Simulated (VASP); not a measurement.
Runs of VASP 6.6.1 on ZnS. The structure is that of space group P6_3mc (No. 186), or close to it. The cells are those of the table. 

```tsv
cell	cutoff (eV)	gap on the mesh (eV)	pressure (GPa)	largest force (eV/Å)
a = 3.759, b = 3.759, c = 6.150 Å, angles 90.0, 90.0, 120.0°, 4 atoms	520	2.31	(a)	0.36
a = 3.836, b = 3.836, c = 6.275 Å, angles 90.0, 90.0, 120.0°, 4 atoms	520	2.02	-2.5	(c)
a = 3.811, b = 3.811, c = 6.234 Å, angles 90.0, 90.0, 120.0°, 4 atoms	520	2.12	-1.1	0.31
a = 3.773, b = 3.773, c = 6.234 Å, angles 90.0, 90.0, 120.0°, 4 atoms	500	2.20	(d)	0.38
a = 3.886, b = 3.886, c = 6.356 Å, angles 90.0, 90.0, 120.0°, 4 atoms	520	(b)	-4.9	0.24
```

Alike in all rows: task single point; level PBEsol; potentials or basis VASP PAW PBE potentials, release 64 (Zn, S); no spin polarisation; k mesh 8 × 8 × 5; smearing fermi-dirac 0.03 eV.

**Question.** Fill in the values left out.

**Answer.** (a) 2.2; (b) 1.85; (c) 0.29; (d) 0.6.

Caveats: the PAW data sets were made with another functional, which shifts forces and pressure a little.

